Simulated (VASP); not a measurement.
Here is a VASP 6.6.1 calculation.

The input INCAR:

```
SYSTEM = KNaICl
  PREC = Accurate
  ENCUT = 520
  EDIFF = 1E-6
  ISMEAR = 0
  SIGMA = 0.05
  LREAL = .False.
  LASPH = .True.
  NELM = 80
  ALGO = Normal
  ISIF = 2
  LWAVE = .False.
  LCHARG = .False.
  GGA = CA
  NBANDS = 23
```

File KPOINTS:

```
regular mesh
0
Gamma
  6 6 4
  0 0 0
```

File POSCAR:

```
KNaICl
1.0
    3.9244788382      0.0000000000      0.0000000000
    0.0000000000      4.8749773733      0.0000000000
    0.0000000000      0.0000000000      6.2608948866
K Na I Cl
1 1 1 1
Direct
    0.5000000000      0.5000000000      0.5000000000
    0.0000000000      0.0000000000      0.0000000000
    0.5000000000      0.5000000000      0.0000000000
    0.0000000000      0.0000000000      0.5000000000
```

Potentials or basis: VASP PAW LDA potentials, release 64 (K_sv, Na_pv, I, Cl).

Run with:

```console
$ cat potpaw_LDA.64/K_sv/POTCAR potpaw_LDA.64/Na_pv/POTCAR potpaw_LDA.64/I/POTCAR potpaw_LDA.64/Cl/POTCAR > POTCAR
$ mpirun -np 1 vasp_std > vasp.out
```

Task: Predict the pressure.

Result: 0.2 GPa.

Task: Predict the band gap on the k mesh.

Result: 3.05 eV, direct.

Stress tensor (GPa, compression positive):
```
 1.58  0.00  0.00
 0.00 -2.46  0.00
 0.00  0.00  1.53
```

Caveat: the cell differs from its parent crystal (strain +e along x and -e along y -0.1100, strain +e along z and -e/2 along x and y -0.0367); spin-orbit coupling is left out, which moves the levels of the heavy elements. A k mesh can miss the band edges.
